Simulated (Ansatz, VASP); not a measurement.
# B in VASP and in Ansatz

File POSCAR:

```
B
1.0
    2.4494057263      1.4141650555      4.1712016533
   -2.4494057263      1.4141650555      4.1712016533
    0.0000000000     -2.8283301109      4.1712016533
B
12
Direct
    0.0098644462      0.6544314414      0.0098644462
    0.0098644462      0.0098644462      0.6544314414
    0.6544314414      0.0098644462      0.0098644462
    0.3455685586      0.9901355538      0.9901355538
    0.9901355538      0.3455685586      0.9901355538
    0.9901355538      0.9901355538      0.3455685586
    0.2204984653      0.6317585049      0.2204984653
    0.2204984653      0.2204984653      0.6317585049
    0.6317585049      0.2204984653      0.2204984653
    0.3682414951      0.7795015347      0.7795015347
    0.7795015347      0.3682414951      0.7795015347
    0.7795015347      0.7795015347      0.3682414951
```

Contents of INCAR.step1:

```
ALGO = Normal
EDIFF = 1E-4
ENCUT = 520
GGA = PE
ISMEAR = 0
LASPH = T
LCHARG = F
LREAL = F
LWAVE = T
NBANDS = 30
NELM = 80
PREC = Accurate
SIGMA = 0.01
```

The input INCAR.step2:

```
ALGO = Normal
EDIFF = 1E-7
ENCUT = 520
ISIF = 2
ISMEAR = 0
ISTART = 1
LASPH = T
LCHARG = T
LELF = T
LMIXTAU = T
LREAL = F
LVHAR = T
LWAVE = F
METAGGA = R2SCAN
NBANDS = 30
NELM = 80
PREC = Accurate
SIGMA = 0.01
```

Contents of KPOINTS:

```
k-points
0
Gamma
  6 6 6
```

Input for Ansatz:

```yaml
crystal:
  lattice:
    - [2.4494057263, 1.4141650555, 4.1712016533]
    - [-2.4494057263, 1.4141650555, 4.1712016533]
    - [0.0, -2.8283301109, 4.1712016533]
  atoms:
    - { symbol: B, position: [0.0098644462, 0.6544314414, 0.0098644462] }
    - { symbol: B, position: [0.0098644462, 0.0098644462, 0.6544314414] }
    - { symbol: B, position: [0.6544314414, 0.0098644462, 0.0098644462] }
    - { symbol: B, position: [0.3455685586, 0.9901355538, 0.9901355538] }
    - { symbol: B, position: [0.9901355538, 0.3455685586, 0.9901355538] }
    - { symbol: B, position: [0.9901355538, 0.9901355538, 0.3455685586] }
    - { symbol: B, position: [0.2204984653, 0.6317585049, 0.2204984653] }
    - { symbol: B, position: [0.2204984653, 0.2204984653, 0.6317585049] }
    - { symbol: B, position: [0.6317585049, 0.2204984653, 0.2204984653] }
    - { symbol: B, position: [0.3682414951, 0.7795015347, 0.7795015347] }
    - { symbol: B, position: [0.7795015347, 0.3682414951, 0.7795015347] }
    - { symbol: B, position: [0.7795015347, 0.7795015347, 0.3682414951] }
kpoints:
  mp_grid: { grid: [6, 6, 6] }
  band_path:
    path:
      - [0.0, 0.0, 0.0]
      - [0.5, 0.5, 0.5]
      - [0.7567054954, 0.2432945046, 0.5]
      - [0.5, -0.2432945046, 0.2432945046]
      - [0.5, 0.0, 0.0]
      - [0.3716472523, -0.3716472523, 0.0]
      - [0.6283527477, 0.0, 0.3716472523]
      - [0.5, 0.0, 0.5]
      - [0.260417, -0.317708, -0.317708]
      - [0.1, 0.1, 0.1]
    npoints: 1
hamiltonian:
  xc: r2scan
scf:
  occupations: { method: fixed }
  n_extra_bands: 7
output:
  forces: true
  stress: true
  eigenvalues: true
```

Alike in both runs: task single point; functional r2SCAN; k mesh 6 × 6 × 6; no spin polarisation.

|  | VASP | Ansatz |
| --- | --- | --- |
| version | VASP 6.6.1 | Ansatz 0.2.0 |
| potentials or method | VASP PAW PBE potentials, release 64 (B) | plane waves, PAW |
| plane-wave cutoff (eV) | 520 | 500 |
| occupations | gaussian, width 0.01 eV | fixed |
| valence electrons in the cell | 36 | 36 |

```tsv
	VASP	Ansatz	Ansatz less VASP
gap on the k mesh at the Fermi level (eV)	1.64	1.64	-0.001
pressure (GPa)	0.2	0.0	-0.23
rms of the force components (eV/Å)	0.012	0.001	-0.0110
```

VASP's potentials were made for PBE, not for r2SCAN. Atom by atom the forces differ by 0.012 eV/Å (rms over components).
